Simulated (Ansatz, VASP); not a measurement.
**Two plane-wave programs on KBaI3**

```
K Ba I
1.0
     6.85357    0.00000    0.00000
     0.00000    6.71919    0.00000
     0.00000    0.00000    6.71919
K Ba I
1 1 3
Direct
  0.00000 0.00000 0.00000
  0.50000 0.50000 0.50000
  0.50000 0.50000 0.00000
  0.50000 0.00000 0.50000
  0.00000 0.50000 0.50000
```

Change from the starting cell: uniaxial_x strain +2.0%.

Alike in both runs: task single point; functional PBE; k mesh 4 × 4 × 4; occupations fermi-dirac, width 0.02 eV; no spin polarisation.

|  | VASP | Ansatz |
| --- | --- | --- |
| version | VASP 6.6.1 | Ansatz 0.2.0 |
| potentials or method | VASP PAW PBE potentials, release 64 (K_sv, Ba_sv, I) | plane waves, PAW |
| plane-wave cutoff (eV) | 500 | 420 |
| valence electrons in the cell | 40 | 70 |

Ansatz gave:

* gap on the k mesh at the Fermi level (eV): 3.07
* pressure (GPa): -0.1
* traceless stress, the component that is largest in VASP (GPa): -0.30

Task: What did VASP give for the same quantities?

Result: gap on the k mesh at the Fermi level (eV): 3.07; pressure (GPa): 0.0; traceless stress, the component that is largest in VASP (GPa): -0.32.

VASP's potentials hold 40 valence electrons a cell and Ansatz's 70, so a difference there can come from the potentials and not from the codes.

Spin-orbit coupling is off throughout.
